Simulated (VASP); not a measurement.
# PrYSe3: relaxation of cell and atoms with PBE

PrYSe3:

```
CELL_PARAMETERS angstrom
3.39718 -4.12169 0.00000
3.39718 4.12169 0.00000
0.00000 0.00000 5.65538
ATOMIC_POSITIONS crystal
Pr 0.50000 0.50000 0.00000
Y 0.00000 0.00000 0.50000
Se 0.17531 0.17531 0.00000
Se 0.82469 0.82469 0.00000
Se 0.50000 0.50000 0.50000
```

The cell was generated, and may not be a known phase.

* Program: VASP 6.6.1
* Task: relaxation of cell and atoms
* Functional: PBE
* Potentials or basis: VASP PAW PBE potentials, release 64 (Pr_3, Y_sv, Se), 4f in core
* Cutoff: 500 eV
* k mesh: 2 × 2 × 2
* Occupations: gaussian, width 0.15 eV
* Spin: no spin polarisation
* Dipole correction: no
* Further INCAR settings: ALGO = Normal; EDIFF = 1e-07; IBRION = 2; EDIFFG = -0.08; NSW = 36; ISIF = 3

```json
{
 "Relaxed volume": "29.73 Å³/atom",
 "Relaxed cell": "a = 5.519 Å, b = 5.519 Å, c = 5.564 Å, α = 90.00°, β = 90.00°, γ = 61.27°",
 "Space group after relaxing (to 0.1 Å)": "Cmmm (No. 65)",
 "Pressure after relaxing": "0.0 GPa",
 "Largest force after relaxing": "0.003 eV/Å",
 "Band gap on the k mesh": "zero (bands 20 and 21 overlap by 0.19 eV)"
}
```

Forces on the atoms (eV/Å):
```
Pr   0.000  0.000  0.000
Y    0.000  0.000  0.000
Se  -0.003  0.000  0.000
Se   0.003  0.000  0.000
Se   0.000  0.000  0.000
```

Stress tensor (GPa, compression positive):
```
 0.14  0.00  0.00
 0.00 -0.09  0.00
 0.00  0.00  0.05
```

Final structure:
```cif
data_structure
_symmetry_space_group_name_H-M 'P 1'
_symmetry_Int_Tables_number 1
_cell_length_a 5.5193
_cell_length_b 5.5193
_cell_length_c 5.5644
_cell_angle_alpha 90.000
_cell_angle_beta 90.000
_cell_angle_gamma 61.265
_cell_volume 148.63
loop_
_atom_site_label
_atom_site_type_symbol
_atom_site_fract_x
_atom_site_fract_y
_atom_site_fract_z
_atom_site_occupancy
Pr1 Pr 0.50000 0.50000 0.00000 1
Y1 Y 0.00000 0.00000 0.50000 1
Se1 Se 0.15353 0.15353 0.00000 1
Se2 Se 0.84647 0.84647 0.00000 1
Se3 Se 0.50000 0.50000 0.50000 1
```

Levels at points of the mesh, in eV from the Fermi level:
```tsv
k point	band 16	band 17	band 18	band 19	band 20	band 21	band 22	band 23	band 24
(0.00, 0.00, 0.00)	-2.19	-1.92	-1.37	-0.68	-0.27	0.52	0.75	1.38	1.77
(0.50, 0.00, 0.00)	-2.49	-2.48	-2.02	-0.67	-0.58	1.42	1.64	2.45	2.48
(0.50, 0.50, 0.00)	-2.32	-2.23	-1.52	-1.09	-0.43	-0.10	1.92	1.94	2.22
(0.00, 0.00, 0.50)	-3.09	-2.57	-1.33	-1.17	0.10	0.85	1.00	2.22	2.51
(0.50, 0.00, 0.50)	-3.06	-2.62	-1.88	-0.72	-0.68	1.54	2.20	2.40	2.64
(0.50, 0.50, 0.50)	-3.09	-3.07	-1.09	-0.93	-0.35	1.52	1.65	1.92	2.07
```

Run time: 11 min on 1 thread of AMD EPYC 7R13 Processor (Zen 3) (shared host), peak memory 0.25 GiB.

Caveat: the k points lie up to 0.65 Å⁻¹ apart in the final cell; spin-orbit coupling is left out, which moves the levels of the heavy elements; the 4f electrons are frozen in the core, so they carry no moment and show no levels; the run has no spin polarisation, though such a crystal can be magnetic. With open d or f shells a metallic result of PBE can be an artefact of self-interaction; +U or a hybrid may open a gap.
